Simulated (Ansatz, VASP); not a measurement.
# Ir: VASP beside Ansatz

```xyz
2
Lattice="1.7671 1.0202 3.0386 -1.7671 1.0202 3.0386 0.0000 -2.0405 3.0386" Properties=species:S:1:pos:R:3 pbc="T T T"
Ir    0.0000    0.0000    2.2381
Ir    0.0000    0.0000    6.8778
```

Alike in both runs: functional PBEsol; k mesh 6 × 6 × 6; occupations gaussian, width 0.1 eV; no spin polarisation.

Ansatz relaxed the structure, and its values are those at the end. VASP's run is a single point on that final structure, the one shown.

|  | VASP | Ansatz |
| --- | --- | --- |
| version | VASP 6.6.1 | Ansatz 0.2.0 |
| potentials or method | VASP PAW PBE potentials, release 64 (Ir), cutoff 500 eV | scalar-relativistic, plane waves, PAW |
| valence electrons in the cell | 18 | 34 |

VASP gave:

* gap on the k mesh at the Fermi level (eV): none
* pressure (GPa): 0.8
* rms of the force components (eV/Å): 0.010

**Question.** What did Ansatz give for the same quantities?

**Answer.** gap on the k mesh at the Fermi level (eV): none; pressure (GPa): 0.3; rms of the force components (eV/Å): 0.001.

VASP's potentials were made for PBE, not for PBEsol. A gap of «none» marks a metal or a gap that the smearing closes. The functional is the same, so the differences come from potentials, cutoffs and numerics. VASP's potentials hold 18 valence electrons a cell and Ansatz's 34, so a difference there can come from the potentials and not from the codes.

The k mesh is coarse, so the values compare programs but aren't converged. Spin-orbit coupling is off throughout.
